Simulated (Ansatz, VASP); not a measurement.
**Ge: VASP beside Ansatz**

```
Ge
1.0
     3.93760    0.00000    0.00000
    -1.96880    3.41006    0.00000
     0.00000    0.00000    6.62707
Ge
4
Direct
  0.33333 0.66667 0.00126
  0.66667 0.33333 0.50126
  0.33333 0.66667 0.37274
  0.66667 0.33333 0.87274
```

Change from the starting cell: strained cell.

Alike in both runs: functional PBEsol; k mesh 12 × 12 × 6; occupations gaussian, width 0.1 eV; no spin polarisation.

Ansatz relaxed the structure, and its values are those at the end. VASP's run is a single point on that final structure, the one shown.

|  | VASP | Ansatz |
| --- | --- | --- |
| version | VASP 6.6.1 | Ansatz 0.2.0 |
| potentials or method | VASP PAW PBE potentials, release 64 (Ge_d), cutoff 520 eV | scalar-relativistic, plane waves, PAW |
| valence electrons in the cell | 56 | 56 |

Ansatz gave:

```
pressure (GPa) : 1.8
```

**Question.** What did VASP give for the same quantities?

**Answer.** Pressure (GPa): 1.6.

VASP's potentials were made for PBE, not for PBEsol, and Ansatz warns of the same on its side. With one functional, cell and mesh, what is left measures potentials, basis and numerics. Ansatz's warnings: stress scf threshold loose.
